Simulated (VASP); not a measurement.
# Hf2N (P4_2/mnm) in VASP: a series of runs

Hf2N is run at these levels: PBEsol; tasks: single point.

All numbers are computed with VASP 6.6.1; they aren't measurements. Logs are shortened: lines on timing, memory, paths and dates and some standing lists are left out, and cuts for length are marked.

### 1 The cell of the first run

It takes space group P4_2/mnm (No. 136, tetragonal). The conventional cell has a = 5.069 Å, b = 5.069 Å, c = 3.100 Å, α = 90.00°, β = 90.00°, γ = 90.00°. Hf (site symmetry m2m) has 3 N at 2.11 to 2.14 Å within 2.8 Å. N (site symmetry mmm) has 6 Hf at 2.11 to 2.14 Å within 2.8 Å.

### 2 Single point, PBEsol (13.27 Å³/atom)

The input, INCAR:

```
PREC = Accurate
ENCUT = 520
EDIFF = 1E-6
ISMEAR = 0
SIGMA = 0.1
LREAL = False
LASPH = True
NELM = 80
ALGO = Normal
ISIF = 2
LWAVE = False
LCHARG = True
GGA = PS
LELF = True
LVHAR = True
NBANDS = 34
```

The input, KPOINTS:

```
regular mesh
0
Gamma
  8 8 12
```

The input, POSCAR:

```
Hf2N
1.0
    5.0690132892      0.0000000000      0.0000000000
    0.0000000000      5.0690132892      0.0000000000
    0.0000000000      0.0000000000      3.0996704846
Hf N
4 2
Direct
    0.2940079240      0.2940079240      0.0000000000
    0.7059920760      0.7059920760      0.0000000000
    0.7940079240      0.2059920760      0.5000000000
    0.2059920760      0.7940079240      0.5000000000
    0.0000000000      0.0000000000      0.0000000000
    0.5000000000      0.5000000000      0.5000000000
```

Potentials or basis: VASP PAW PBE potentials, release 64 (Hf_pv, N).

Command:

```sh
> cat potpaw_PBE.64/Hf_pv/POTCAR potpaw_PBE.64/N/POTCAR > POTCAR
> mpirun -np 1 vasp_std > vasp.out
```

OUTCAR:

```text
PREC = Accurate
   ENCUT = 520
   EDIFF = 1E-6
   ISMEAR = 0
   LREAL = False
   LASPH = True
   NELM = 80
   ISIF = 2
   GGA = PS

 ion  position               nearest neighbor table
   1  0.294  0.294  0.000-   5 2.11   6 2.14   6 2.14   2 2.95   4 3.00   3 3.00   4 3.00   3 3.00
                             4 3.00   4 3.00   3 3.00   3 3.00   2 3.64   2 3.64
   2  0.706  0.706  0.000-   5 2.11   6 2.14   6 2.14   1 2.95   4 3.00   3 3.00   4 3.00   3 3.00
                             3 3.00   3 3.00   4 3.00   4 3.00   1 3.64   1 3.64
   3  0.794  0.206  0.500-   6 2.11   5 2.14   5 2.14   4 2.95   1 3.00   1 3.00   2 3.00   2 3.00
                             2 3.00   2 3.00   1 3.00   1 3.00   4 3.64   4 3.64
   4  0.206  0.794  0.500-   6 2.11   5 2.14   5 2.14   3 2.95   1 3.00   1 3.00   2 3.00   2 3.00
                             1 3.00   1 3.00   2 3.00   2 3.00   3 3.64   3 3.64
   5  0.000  0.000  0.000-   1 2.11   2 2.11   3 2.14   4 2.14   3 2.14   4 2.14
   6  0.500  0.500  0.500-   3 2.11   4 2.11   1 2.14   2 2.14   1 2.14   2 2.14

  LATTYP: Found a simple tetragonal cell.
 ALAT       =     5.0690132892
 C/A-ratio  =     0.6114938564

  Lattice vectors:

 A1 = (   5.0690132892,   0.0000000000,   0.0000000000)
 A2 = (   0.0000000000,   5.0690132892,   0.0000000000)
 A3 = (   0.0000000000,   0.0000000000,   3.0996704846)

Analysis of symmetry for initial positions (statically):
=====================================================================
 Subroutine PRICEL returns:
 Original cell was already a primitive cell.

 Routine SETGRP: Setting up the symmetry group for a
 simple tetragonal supercell.

 Subroutine GETGRP returns: Found 16 space group operations
 (whereof  8 operations were pure point group operations)
 out of a pool of 16 trial point group operations.

The static configuration has the point symmetry D_2h.
 The point group associated with its full space group is D_4h.

Analysis of symmetry for dynamics (positions and initial velocities):
=====================================================================
 Subroutine PRICEL returns:
 Original cell was already a primitive cell.

 Routine SETGRP: Setting up the symmetry group for a
 simple tetragonal supercell.

 Subroutine GETGRP returns: Found 16 space group operations
 (whereof  8 operations were pure point group operations)
 out of a pool of 16 trial point group operations.

The dynamic configuration has the point symmetry D_2h.
 The point group associated with its full space group is D_4h.

 Subroutine INISYM returns: Found 16 space group operations
 (whereof  8 operations are pure point group operations),
 and found     1 'primitive' translations

----------------------------------------------------------------------------------------

                                     Primitive cell

  volume of cell :      79.6457

  direct lattice vectors                    reciprocal lattice vectors
     5.069013289  0.000000000  0.000000000     0.197277052  0.000000000  0.000000000
     0.000000000  5.069013289  0.000000000     0.000000000  0.197277052  0.000000000
     0.000000000  0.000000000  3.099670485     0.000000000  0.000000000  0.322614938

  length of vectors
     5.069013289  5.069013289  3.099670485     0.197277052  0.197277052  0.322614938

  position of ions in fractional coordinates (direct lattice)
     0.294007924  0.294007924  0.000000000
     0.705992076  0.705992076  0.000000000
     0.794007924  0.205992076  0.500000000
     0.205992076  0.794007924  0.500000000
     0.000000000  0.000000000  0.000000000
     0.500000000  0.500000000  0.500000000

  ion indices of the primitive-cell ions
   primitive index   ion index
                 1           1
                 2           2
                 3           3
                 4           4
                 5           5
                 6           6

----------------------------------------------------------------------------------------

 KPOINTS: regular mesh

Automatic generation of k-mesh.
 Grid dimensions read from file:
 generate k-points for:    8    8   12

 Generating k-lattice:

  Cartesian coordinates                     Fractional coordinates (reciprocal lattice)
     0.024659632  0.000000000  0.000000000     0.125000000  0.000000000  0.000000000
     0.000000000  0.024659632  0.000000000     0.000000000  0.125000000  0.000000000
     0.000000000  0.000000000  0.026884578     0.000000000  0.000000000  0.083333333

  Length of vectors
     0.024659632  0.024659632  0.026884578

  Shift w.r.t. Gamma in fractional coordinates (k-lattice)
     0.000000000  0.000000000  0.000000000

 Subroutine IBZKPT returns following result:
 ===========================================

 Found    105 irreducible k-points:

 Following reciprocal coordinates:
            Coordinates               Weight
  0.000000  0.000000  0.000000      1.000000
  0.125000  0.000000  0.000000      4.000000
  0.250000  0.000000  0.000000      4.000000
  0.375000  0.000000  0.000000      4.000000
  0.500000  0.000000  0.000000      2.000000
  0.125000  0.125000  0.000000      4.000000
[... 16 lines left out ...]
  0.375000  0.125000  0.083333     16.000000
  0.500000  0.125000  0.083333      8.000000
 [... further k-points ...]
   k-points           NKPTS =    105   k-points in BZ     NKDIM =    105   number of bands    NBANDS=     34
   number of dos      NEDOS =    301   number of ions     NIONS =      6
   total plane-waves  NPLWV =  38400
   dimension x,y,z NGX =    40 NGY =   40 NGZ =   24
   dimension x,y,z NGXF=    80 NGYF=   80 NGZF=   48
   ions per type =               4   2
   NGX,Y,Z   is equivalent  to a cutoff of  13.12, 13.12, 12.87 a.u.
   NGXF,Y,Z  is equivalent  to a cutoff of  26.24, 26.24, 25.74 a.u.
 SYSTEM =  unknown system
   PREC   = accura    normal or accurate (medium, high low for compatibility)
   ISTART =      0    job   : 0-new  1-cont  2-samecut
   ICHARG =      2    charge: 1-file 2-atom 10-const
   ISPIN  =      1    spin polarized calculation?
   LNONCOLLINEAR =      F non collinear calculations
   LSORBIT =      F    spin-orbit coupling
   LASPH  =      T    aspherical Exc in radial PAW
   ENCUT  =  520.0 eV  38.22 Ry    6.18 a.u.   9.43  9.43  5.76*2*pi/ulx,y,z
   NELM   =     80;   NELMIN=  2; NELMDL= -5     # of ELM steps
   EDIFF  = 0.1E-05   stopping-criterion for ELM
   LREAL  =      F    real-space projection
   EDIFFG = 0.1E-04   stopping-criterion for IOM
   NSW    =      0    number of steps for IOM
   IBRION =     -1    ionic relax: 0-MD 1-quasi-New 2-CG
   NFREE  =      0    steps in history (QN), initial steepest desc. (CG)
   ISIF   =      2    stress and relaxation
   ISYM   =      2    0-nonsym 1-usesym 2-fastsym
   POTIM  = 0.5000    time-step for ionic-motion
   TEBEG  =    0.0;   TEEND  =   0.0 temperature during run
   PSTRESS=    0.0 pullay stress
   NELECT =      50.0000    total number of electrons
   NUPDOWN=      -1.0000    fix difference up-down
   EMIN   =  10.00;   EMAX   =-10.00  energy-range for DOS
   EFERMI =   0.00;   METHOD = LEGACY
   ISMEAR =     0;   SIGMA  =   0.10  broadening in eV -4-tet -1-fermi 0-gaus
   EFERMI_NEDOS =   21; number of points for ismear=-14 and -15
   IALGO  =     38    algorithm
   IMIX   =      4    mixing-type and parameters
     AMIX     =   0.40;   BMIX     =  1.00
     AMIX_MAG =   1.60;   BMIX_MAG =  1.00
  volume/ion in A,a.u.               =      13.27        89.58
  Fermi-wavevector in a.u.,A,eV,Ry     =   1.401772  2.648965 26.734967  1.964965
  Thomas-Fermi vector in A             =   2.524600
   LORBIT       =      0    0 simple, 1 ext, 2 COOP (PROOUT), +10 PAW based schemes
   GGA     = PS    functional components
   LHFCALC =     F    Hartree Fock is set to
   AEXX    =    0.0000 exact exchange contribution
   IVDW    =     0    specifies the selected vdW correction
   LEPSILON=     F    determine dielectric tensor
   LRPA    =     F    only Hartree local field effects (RPA)
 non-spin polarized calculation
 Gauss-broadening in eV      SIGMA  =   0.10
  energy-cutoff  :      520.00
  volume of cell :       79.65
 maximum number of plane-waves:      2166
 NGX is ok and might be reduce to    40
   NGX = 19   NGY = 19   NGZ = 11

 number of electron      50.0000007 magnetization

 Free energy of the ion-electron system (eV)
  ---------------------------------------------------
  ext. energy  EPLUGINS =         0.00000000
  ---------------------------------------------------
  free energy    TOTEN  =       -66.52415544 eV

  energy without entropy =      -66.51286630  energy(sigma->0) =      -66.51851087

 E-fermi :   6.8503     XC(G=0): -12.8003

 val. band max:        6.8248881921   @ k =   0.0000   0.0000   0.1667
 cond. band min:       6.8727366615   @ k =   0.3750   0.2500   0.3333
 fundamental gap:      0.0478484694
 Fermi energy:         6.8502654496

 k-point     1 :       0.0000    0.0000    0.0000
  band No.  band energies     occupation
      1     -24.3826      2.00000
      2     -23.5419      2.00000
      3     -23.4574      2.00000
      4     -23.4574      2.00000
      5     -23.1084      2.00000
      6     -22.8373      2.00000
[... 26 lines left out ...]
     33      10.6594      0.00000
     34      10.6594      0.00000

 k-point     2 :       0.1250    0.0000    0.0000
  band No.  band energies     occupation
      1     -24.3470      2.00000
      2     -23.5330      2.00000
      3     -23.4992      2.00000
      4     -23.4070      2.00000
      5     -23.0951      2.00000
      6     -22.8319      2.00000
[... 26 lines left out ...]
     33      10.6495      0.00000
     34      11.1185      0.00000
[... 775 lines left out ...]
     33      11.4681      0.00000
     34      12.1149      0.00000

 k-point    24 :       0.5000    0.1250    0.0833
  band No.  band energies     occupation
      1     -23.8848      2.00000
      2     -23.8848      2.00000
      3     -23.2011      2.00000
      4     -23.2011      2.00000
      5     -23.0639      2.00000
      6     -23.0639      2.00000
[... 26 lines left out ...]
     33      11.5032      0.00000
     34      11.5032      0.00000

 [... further k-points ...]

------------------------ aborting loop because EDIFF is reached ----------------------------------------

  FORCE on cell =-STRESS in cart. coord.  units (eV):
  Direction    XX          YY          ZZ          XY          YZ          ZX
  --------------------------------------------------------------------------------------
  -------------------------------------------------------------------------------------
  Total       16.6062056     16.6062056     16.4674274      0.0000000      0.0000000      0.0000000
  in kB      334.0554839    334.0554839    331.2637798      0.0000000      0.0000000      0.0000000
  external PRESSURE =     333.1249158 kB  Pullay stress =       0.0000000 kB

 VOLUME and BASIS-vectors are now :
 -----------------------------------------------------------------------------
  energy-cutoff  :      520.00
  volume of cell :       79.65
      direct lattice vectors                 reciprocal lattice vectors
     5.069013289  0.000000000  0.000000000     0.197277052  0.000000000  0.000000000
     0.000000000  5.069013289  0.000000000     0.000000000  0.197277052  0.000000000
     0.000000000  0.000000000  3.099670485     0.000000000  0.000000000  0.322614938

 POSITION                                       TOTAL-FORCE (eV/Angst)
 -----------------------------------------------------------------------------------
      1.49033      1.49033      0.00000         0.001549      0.001549      0.000000
      3.57868      3.57868      0.00000        -0.001549     -0.001549      0.000000
      4.02484      1.04418      1.54984         0.001549     -0.001549      0.000000
      1.04418      4.02484      1.54984        -0.001549      0.001549      0.000000
      0.00000      0.00000      0.00000         0.000000     -0.000000      0.000000
      2.53451      2.53451      1.54984         0.000000     -0.000000      0.000000
 -----------------------------------------------------------------------------------
    total drift:                               -0.000000     -0.000000     -0.000000

  FREE ENERGIE OF THE ION-ELECTRON SYSTEM (eV)
  ---------------------------------------------------
  free  energy   TOTEN  =       -66.5241554417 eV

  energy  without entropy=      -66.5128662954  energy(sigma->0) =      -66.51851087
```

Run time: 5.4 min. Hardware: 1 thread of Intel Xeon 8259CL, shared host; peak memory 0.34 GiB.

What came out:

| Item | Value |
| --- | --- |
| Free energy | -66.5242 eV |
| Pressure | 33.3 GPa |
| Band gap on the k mesh | zero (bands 25 and 26 overlap by 3.08 eV) |

Forces in eV/Å, atoms in the order of the input:
```
Hf   0.002  0.002  0.000
Hf  -0.002 -0.002  0.000
Hf   0.002 -0.002  0.000
Hf  -0.002  0.002  0.000
N    0.000  0.000  0.000
N    0.000  0.000  0.000
```

Stress tensor (GPa, compression positive):
```
33.41  0.00  0.00
 0.00 33.41  0.00
 0.00  0.00 33.13
```

Levels at points of the mesh, in eV from the Fermi level:
```csv
k point,band 24,band 25,band 26,band 27,band 28,band 29
"(0.00, 0.00, 0.00)",0.76,1.05,1.30,1.30,1.86,1.92
"(0.50, 0.00, 0.00)",-1.23,1.76,1.76,2.07,2.07,2.32
"(0.50, 0.50, 0.00)",-1.57,1.09,1.09,1.72,1.72,2.23
"(0.00, 0.00, 0.50)",-1.37,-1.33,-1.33,2.44,2.44,4.19
"(0.50, 0.00, 0.50)",-1.10,-1.01,-1.01,2.02,2.02,4.42
"(0.50, 0.50, 0.50)",-1.15,-0.25,-0.25,1.65,1.65,3.37
```

Caveat: the cell stands under pressure; the PAW data sets were made with another functional, which shifts forces and pressure a little; spin-orbit coupling is left out, which moves the levels of the heavy elements.

### 3 Single point, PBEsol (13.73 Å³/atom)

This run uses another cell than the first one, of 13.73 Å³/atom.

The input, INCAR:

```
SYSTEM = Hf2N
PREC = Accurate ; ENCUT = 520
EDIFF = 1E-7 ; ISMEAR = 0
SIGMA = 0.1 ; LREAL = .FALSE.
LASPH = .TRUE. ; NELM = 100
ALGO = Normal ; ISIF = 2
LWAVE = .FALSE. ; LCHARG = .TRUE.
GGA = PS ; LELF = .TRUE.
LVHAR = .TRUE. ; NBANDS = 34
```

The input, KPOINTS:

```
regular mesh
0
G
  8 8 12
  0 0 0
```

The input, POSCAR:

```
Hf2N
1.0
    5.1270089066      0.0000000000      0.0000000000
    0.0000000000      5.1270089066      0.0000000000
    0.0000000000      0.0000000000      3.1332349616
Hf N
4 2
Direct
    0.2943115278      0.2943115278      0.0000000000
    0.7056884722      0.7056884722      0.0000000000
    0.7943115278      0.2056884722      0.5000000000
    0.2056884722      0.7943115278      0.5000000000
    0.0000000000      0.0000000000      0.0000000000
    0.5000000000      0.5000000000      0.5000000000
```

Potentials or basis: VASP PAW PBE potentials, release 64 (Hf_pv, N).

Command:

```sh
> cat potpaw_PBE.64/Hf_pv/POTCAR potpaw_PBE.64/N/POTCAR > POTCAR
> mpirun -np 1 vasp_std > vasp.out
```

OUTCAR:

```text
SYSTEM = Hf2N
   PREC = Accurate
   ENCUT = 520
   EDIFF = 1E-7
   ISMEAR = 0
   LREAL = .FALSE.
   LASPH = .TRUE.
   NELM = 100
   ISIF = 2
   GGA = PS

 ion  position               nearest neighbor table
   1  0.294  0.294  0.000-   5 2.13   6 2.16   6 2.16   2 2.98   4 3.04   3 3.04   4 3.04   3 3.04
                             4 3.04   4 3.04   3 3.04   3 3.04   2 3.68   2 3.68
   2  0.706  0.706  0.000-   5 2.13   6 2.16   6 2.16   1 2.98   4 3.04   3 3.04   4 3.04   3 3.04
                             3 3.04   3 3.04   4 3.04   4 3.04   1 3.68   1 3.68
   3  0.794  0.206  0.500-   6 2.13   5 2.16   5 2.16   4 2.98   1 3.04   1 3.04   2 3.04   2 3.04
                             2 3.04   2 3.04   1 3.04   1 3.04   4 3.68   4 3.68
   4  0.206  0.794  0.500-   6 2.13   5 2.16   5 2.16   3 2.98   1 3.04   1 3.04   2 3.04   2 3.04
                             1 3.04   1 3.04   2 3.04   2 3.04   3 3.68   3 3.68
   5  0.000  0.000  0.000-   1 2.13   2 2.13   3 2.16   4 2.16   3 2.16   4 2.16
   6  0.500  0.500  0.500-   3 2.13   4 2.13   1 2.16   2 2.16   1 2.16   2 2.16

  LATTYP: Found a simple tetragonal cell.
 ALAT       =     5.1270089066
 C/A-ratio  =     0.6111233701

  Lattice vectors:

 A1 = (   5.1270089066,   0.0000000000,   0.0000000000)
[... 193 lines left out ...]
 Fermi energy:         6.5882011770

 k-point     1 :       0.0000    0.0000    0.0000
  band No.  band energies     occupation
      1     -24.5968      2.00000
      2     -23.8516      2.00000
      3     -23.7736      2.00000
      4     -23.7736      2.00000
      5     -23.4596      2.00000
      6     -23.2233      2.00000
[... 877 lines left out ...]
     33      11.0831      0.00000
     34      11.0831      0.00000

 [... further k-points ...]

------------------------ aborting loop because EDIFF is reached ----------------------------------------

  FORCE on cell =-STRESS in cart. coord.  units (eV):
  Direction    XX          YY          ZZ          XY          YZ          ZX
  --------------------------------------------------------------------------------------
  -------------------------------------------------------------------------------------
  Total       11.6744323     11.6744323     11.5434946      0.0000000      0.0000000      0.0000000
  in kB      227.1042411    227.1042411    224.5570940      0.0000000      0.0000000      0.0000000
  external PRESSURE =     226.2551921 kB  Pullay stress =       0.0000000 kB

 VOLUME and BASIS-vectors are now :
 -----------------------------------------------------------------------------
  energy-cutoff  :      520.00
  volume of cell :       82.36
      direct lattice vectors                 reciprocal lattice vectors
     5.127008907  0.000000000  0.000000000     0.195045497  0.000000000  0.000000000
     0.000000000  5.127008907  0.000000000     0.000000000  0.195045497  0.000000000
     0.000000000  0.000000000  3.133234962     0.000000000  0.000000000  0.319158956

 POSITION                                       TOTAL-FORCE (eV/Angst)
 -----------------------------------------------------------------------------------
      1.50894      1.50894      0.00000         0.002677      0.002677     -0.000000
      3.61807      3.61807      0.00000        -0.002677     -0.002677      0.000000
      4.07244      1.05457      1.56662         0.002677     -0.002677      0.000000
      1.05457      4.07244      1.56662        -0.002677      0.002677      0.000000
      0.00000      0.00000      0.00000         0.000000      0.000000      0.000000
      2.56350      2.56350      1.56662         0.000000      0.000000      0.000000
 -----------------------------------------------------------------------------------
    total drift:                                0.000000     -0.000000      0.000000

  FREE ENERGIE OF THE ION-ELECTRON SYSTEM (eV)
  ---------------------------------------------------
  free  energy   TOTEN  =       -66.9973018876 eV

  energy  without entropy=      -66.9860514737  energy(sigma->0) =      -66.99167668
```

It took 6.7 min on 1 thread of Intel Xeon 8259CL, shared host; peak memory 0.35 GiB.

What came out:

```
Free energy            : -66.9973 eV
Pressure               : 22.6 GPa
Largest force          : 0.004 eV/Å
Band gap on the k mesh : zero (bands 25 and 26 overlap by 2.98 eV)
```

Forces in eV/Å, atoms in the order of the input:
```
Hf   0.003  0.003  0.000
Hf  -0.003 -0.003  0.000
Hf   0.003 -0.003  0.000
Hf  -0.003  0.003  0.000
N    0.000  0.000  0.000
N    0.000  0.000  0.000
```

Stress tensor (GPa, compression positive):
```
22.71  0.00  0.00
 0.00 22.71  0.00
 0.00  0.00 22.46
```

Levels at points of the mesh, in eV from the Fermi level:
```tsv
k point	band 21	band 22	band 23	band 24	band 25	band 26	band 27	band 28	band 29	band 30
(0.00, 0.00, 0.00)	-3.66	-2.38	0.21	0.77	1.05	1.25	1.25	1.79	1.88	1.88
(0.50, 0.00, 0.00)	-2.64	-2.64	-1.19	-1.19	1.67	1.67	2.02	2.02	2.23	2.23
(0.50, 0.50, 0.00)	-1.89	-1.89	-1.53	-1.53	1.08	1.08	1.67	1.67	2.18	2.18
(0.00, 0.00, 0.50)	-1.51	-1.51	-1.34	-1.34	-1.32	-1.32	2.38	2.38	4.07	4.07
(0.50, 0.00, 0.50)	-2.21	-2.21	-1.12	-1.12	-1.00	-1.00	1.96	1.96	4.27	4.27
(0.50, 0.50, 0.50)	-1.92	-1.92	-1.07	-1.07	-0.34	-0.34	1.55	1.55	3.25	3.25
```

Caveat: the cell stands under pressure; the PAW data sets were made with another functional, which shifts forces and pressure a little; spin-orbit coupling is left out, which moves the levels of the heavy elements.

(Continued in part 2 of 2.)

The gap in the log of VASP goes by the Fermi energy; the results here count the filled bands.